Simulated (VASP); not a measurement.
# W (Im-3m) in VASP: further runs, part 2 of 3

VASP 6.6.1. The steps go on from the part before.

### 3 Single point, PBE

INCAR reads:

```
SYSTEM = W
ALGO = Normal ; EDIFF = 1E-6
ENCUT = 520 ; GGA = PE
ISIF = 2 ; ISMEAR = 0
LASPH = .TRUE. ; LCHARG = .FALSE.
LREAL = .FALSE. ; LWAVE = .FALSE.
NBANDS = 13 ; NELM = 100
PREC = Accurate ; SIGMA = 0.1
```

KPOINTS reads:

```
k-points
0
G
  14 14 14
  0 0 0
```

POSCAR reads:

```
W
1.0
   -1.5921723362      1.5921723362      1.5921723362
    1.5921723362     -1.5921723362      1.5921723362
    1.5921723362      1.5921723362     -1.5921723362
W
1
Direct
    0.0000000000      0.0000000000      0.0000000000
```

Potentials or basis: VASP PAW PBE potentials, release 64 (W_sv).

The run is started by

```
$ cat potpaw_PBE.64/W_sv/POTCAR > POTCAR
$ mpirun -np 1 vasp_std > vasp.out
```

OUTCAR:

```text
SYSTEM = W
   EDIFF = 1E-6
   ENCUT = 520
   GGA = PE
   ISIF = 2
   ISMEAR = 0
   LASPH = .TRUE.
   LREAL = .FALSE.
   NELM = 100
   PREC = Accurate

 ion  position               nearest neighbor table
   1  0.000  0.000  0.000-

  LATTYP: Found a body centered cubic cell.
 ALAT       =     3.1843446724

  Lattice vectors:

 A1 = (  -1.5921723362,   1.5921723362,   1.5921723362)
 A2 = (   1.5921723362,  -1.5921723362,   1.5921723362)
 A3 = (   1.5921723362,   1.5921723362,  -1.5921723362)

Analysis of symmetry for initial positions (statically):
=====================================================================
 Subroutine PRICEL returns:
 Original cell was already a primitive cell.

 Routine SETGRP: Setting up the symmetry group for a
 body centered cubic supercell.

 Subroutine GETGRP returns: Found 48 space group operations
 (whereof 48 operations were pure point group operations)
 out of a pool of 48 trial point group operations.

The static configuration has the point symmetry O_h .

Analysis of symmetry for dynamics (positions and initial velocities):
=====================================================================
 Subroutine PRICEL returns:
 Original cell was already a primitive cell.

 Routine SETGRP: Setting up the symmetry group for a
 body centered cubic supercell.

 Subroutine GETGRP returns: Found 48 space group operations
 (whereof 48 operations were pure point group operations)
 out of a pool of 48 trial point group operations.

The dynamic configuration has the point symmetry O_h .

 Subroutine INISYM returns: Found 48 space group operations
 (whereof 48 operations are pure point group operations),
 and found     1 'primitive' translations

----------------------------------------------------------------------------------------

                                     Primitive cell

[... 113 lines left out ...]
   GGA     = PE    functional components
   LHFCALC =     F    Hartree Fock is set to
   AEXX    =    0.0000 exact exchange contribution
   IVDW    =     0    specifies the selected vdW correction
   LEPSILON=     F    determine dielectric tensor
   LRPA    =     F    only Hartree local field effects (RPA)
 non-spin polarized calculation
 Gauss-broadening in eV      SIGMA  =   0.10
  energy-cutoff  :      520.00
  volume of cell :       16.14
 maximum number of plane-waves:       466
 NGX is ok and might be reduce to    24
   NGX = 11   NGY = 11   NGZ = 11

 number of electron      14.0000002 magnetization

 Free energy of the ion-electron system (eV)
  ---------------------------------------------------
  ext. energy  EPLUGINS =         0.00000000
  ---------------------------------------------------
  free energy    TOTEN  =       -12.94885623 eV

  energy without entropy =      -12.94521125  energy(sigma->0) =      -12.94703374

 E-fermi :  11.2648     XC(G=0): -13.5399

 val. band max:       11.1896793232   @ k =   0.5000   0.5000   0.2143
 cond. band min:      11.2659655379   @ k =  -0.4286   0.5000   0.2857
 fundamental gap:      0.0762862147
 Fermi energy:        11.2648188810

 k-point     1 :       0.0000    0.0000    0.0000
  band No.  band energies     occupation
      1     -63.0450      2.00000
      2     -26.6316      2.00000
      3     -26.6316      2.00000
      4     -26.6316      2.00000
      5       1.6453      2.00000
      6       9.9730      2.00000
      7       9.9730      2.00000
      8       9.9730      2.00000
      9      13.3912      0.00000
     10      13.3912      0.00000
     11      25.6571      0.00000
     12      25.6571      0.00000
     13      25.6571      0.00000
[... 354 lines left out ...]
  band No.  band energies     occupation
      1     -62.9068      2.00000
      2     -27.5622      2.00000
      3     -27.3776      2.00000
      4     -26.7836      2.00000
      5       6.8167      2.00000
      6       8.2271      2.00000
      7       8.9095      2.00000
      8      13.6053      0.00000
      9      14.1845      0.00000
     10      19.3228      0.00000
     11      21.1646      0.00000
     12      23.1977      0.00000
     13      28.0907      0.00000

 [... further k-points ...]

------------------------ aborting loop because EDIFF is reached ----------------------------------------

  FORCE on cell =-STRESS in cart. coord.  units (eV):
  Direction    XX          YY          ZZ          XY          YZ          ZX
  --------------------------------------------------------------------------------------
  -------------------------------------------------------------------------------------
  Total        0.0734327      0.0734327      0.0734327     -0.0000000     -0.0000000      0.0000000
  in kB        7.2873586      7.2873586      7.2873586     -0.0000000     -0.0000000      0.0000000
  external PRESSURE =       7.2873586 kB  Pullay stress =       0.0000000 kB

 VOLUME and BASIS-vectors are now :
 -----------------------------------------------------------------------------
  energy-cutoff  :      520.00
  volume of cell :       16.14
      direct lattice vectors                 reciprocal lattice vectors
    -1.592172336  1.592172336  1.592172336     0.000000000  0.314036357  0.314036357
     1.592172336 -1.592172336  1.592172336     0.314036357  0.000000000  0.314036357
     1.592172336  1.592172336 -1.592172336     0.314036357  0.314036357  0.000000000

 POSITION                                       TOTAL-FORCE (eV/Angst)
 -----------------------------------------------------------------------------------
      0.00000      0.00000      0.00000         0.000000     -0.000000     -0.000000
 -----------------------------------------------------------------------------------
    total drift:                                0.000000     -0.000000      0.000000

  FREE ENERGIE OF THE ION-ELECTRON SYSTEM (eV)
  ---------------------------------------------------
  free  energy   TOTEN  =       -12.9488562305 eV

  energy  without entropy=      -12.9452112463  energy(sigma->0) =      -12.94703374
```

stdout:

```text
POSCAR found type information on POSCAR W
 POSCAR found :  1 types and       1 ions
 scaLAPACK will be used
 LDA part: xc-table for (Slater+PW92), standard interpolation
 POSCAR, INCAR and KPOINTS ok, starting setup
 FFT: planning ... GRIDC
 FFT: planning ... GRID_SOFT
 FFT: planning ... GRID
 WAVECAR not read
 entering main loop
```

Run time: 45 s. Hardware: 1 thread of AMD EPYC 7R13, shared host; peak memory 0.12 GiB.

Results:

* Free energy: -12.9489 eV
* Pressure: 0.7 GPa
* Band gap on the k mesh: zero (band 7 reaches 16.20 eV, above the bottom of band 8 at 9.97 eV)

Caveat: spin-orbit coupling is left out, which moves the levels of the heavy elements.

### 4 Single point, PBE

INCAR reads:

```
SYSTEM = W
PREC = Accurate
ENCUT = 520
EDIFF = 1E-6
ISMEAR = 0
SIGMA = 0.2
LREAL = .False.
LASPH = .True.
NELM = 80
ALGO = Normal
ISIF = 2
LWAVE = .False.
LCHARG = .False.
GGA = PE
NBANDS = 13
```

KPOINTS reads:

```
regular mesh
0
Gamma
  14 14 14
  0 0 0
```

POSCAR is that of step 3.

Potentials or basis: VASP PAW PBE potentials, release 64 (W_sv).

The run is started by

```
$ cat potpaw_PBE.64/W_sv/POTCAR > POTCAR
$ mpirun -np 1 vasp_std > vasp.out
```

OUTCAR:

```text
SYSTEM = W
   PREC = Accurate
   ENCUT = 520
   EDIFF = 1E-6
   ISMEAR = 0
   LREAL = .False.
   LASPH = .True.
   NELM = 80
   ISIF = 2
   GGA = PE

 ion  position               nearest neighbor table
   1  0.000  0.000  0.000-

  LATTYP: Found a body centered cubic cell.
 ALAT       =     3.1843446724

  Lattice vectors:
[... 561 lines left out ...]
      7       8.9112      2.00000
      8      13.6099      0.00000
      9      14.1893      0.00000
     10      19.3252      0.00000
     11      21.1685      0.00000
     12      23.2009      0.00000
     13      28.0913      0.00000

 [... further k-points ...]

------------------------ aborting loop because EDIFF is reached ----------------------------------------

  FORCE on cell =-STRESS in cart. coord.  units (eV):
  Direction    XX          YY          ZZ          XY          YZ          ZX
  --------------------------------------------------------------------------------------
  -------------------------------------------------------------------------------------
  Total        0.0534099      0.0534099      0.0534099      0.0000000      0.0000000      0.0000000
  in kB        5.3003212      5.3003212      5.3003212      0.0000000      0.0000000      0.0000000
  external PRESSURE =       5.3003212 kB  Pullay stress =       0.0000000 kB

 VOLUME and BASIS-vectors are now :
 -----------------------------------------------------------------------------
  energy-cutoff  :      520.00
  volume of cell :       16.14
      direct lattice vectors                 reciprocal lattice vectors
    -1.592172336  1.592172336  1.592172336     0.000000000  0.314036357  0.314036357
     1.592172336 -1.592172336  1.592172336     0.314036357  0.000000000  0.314036357
     1.592172336  1.592172336 -1.592172336     0.314036357  0.314036357  0.000000000

 POSITION                                       TOTAL-FORCE (eV/Angst)
 -----------------------------------------------------------------------------------
      0.00000      0.00000      0.00000        -0.000000     -0.000000      0.000000
 -----------------------------------------------------------------------------------
    total drift:                               -0.000000      0.000000      0.000000

  FREE ENERGIE OF THE ION-ELECTRON SYSTEM (eV)
  ---------------------------------------------------
  free  energy   TOTEN  =       -12.9539163979 eV

  energy  without entropy=      -12.9415656513  energy(sigma->0) =      -12.94774102
```

OSZICAR:

```text
N       E                     dE             d eps       ncg     rms          rms(c)
DAV:   1     0.846477412484E+02    0.84648E+02   -0.76201E+03  2720   0.124E+03
DAV:   2    -0.119168310349E+02   -0.96565E+02   -0.92782E+02  3104   0.317E+02
DAV:   3    -0.135829754432E+02   -0.16661E+01   -0.16616E+01  2924   0.401E+01
DAV:   4    -0.135896313138E+02   -0.66559E-02   -0.66557E-02  3019   0.283E+00
DAV:   5    -0.135896875381E+02   -0.56224E-04   -0.56223E-04  2944   0.245E-01    0.202E+01
DAV:   6    -0.130890362086E+02    0.50065E+00   -0.42404E-01  2799   0.869E+00    0.798E+00
DAV:   7    -0.129580323279E+02    0.13100E+00   -0.22281E-01  2979   0.598E+00    0.698E-01
DAV:   8    -0.129539487092E+02    0.40836E-02   -0.43087E-03  2764   0.850E-01    0.808E-02
DAV:   9    -0.129539221953E+02    0.26514E-04   -0.10617E-04  3044   0.127E-01    0.448E-02
DAV:  10    -0.129539157007E+02    0.64946E-05   -0.13664E-05  2899   0.510E-02    0.663E-03
DAV:  11    -0.129539163979E+02   -0.69720E-06   -0.26486E-07  1877   0.624E-03
   1 F= -.12953916E+02 E0= -.12947741E+02  d E =-.123507E-01
```

It took 45 s on 1 thread of AMD EPYC 7R13, shared host; peak memory 0.12 GiB.

Results:

```yaml
Free_energy: -12.9539 eV
Pressure: 0.5 GPa
Band_gap_on_the_k_mesh: zero (band 7 reaches 16.21 eV, above the bottom of band 8 at 9.98 eV)
```

Levels at points of the mesh, in eV from the Fermi level:
```tsv
k point	band 4	band 5	band 6	band 7	band 8	band 9	band 10	band 11
(0.00, 0.00, 0.00)	-37.87	-9.60	-1.27	-1.27	-1.27	2.15	2.15	14.41
(0.50, 0.00, 0.00)	-37.88	-6.22	-3.55	0.55	2.03	2.99	5.92	10.72
(0.50, 0.50, 0.50)	-38.72	-5.76	-5.76	4.96	4.96	4.96	8.03	8.03
```

Caveat: spin-orbit coupling is left out, which moves the levels of the heavy elements.

(Continued in part 3 of 3.)
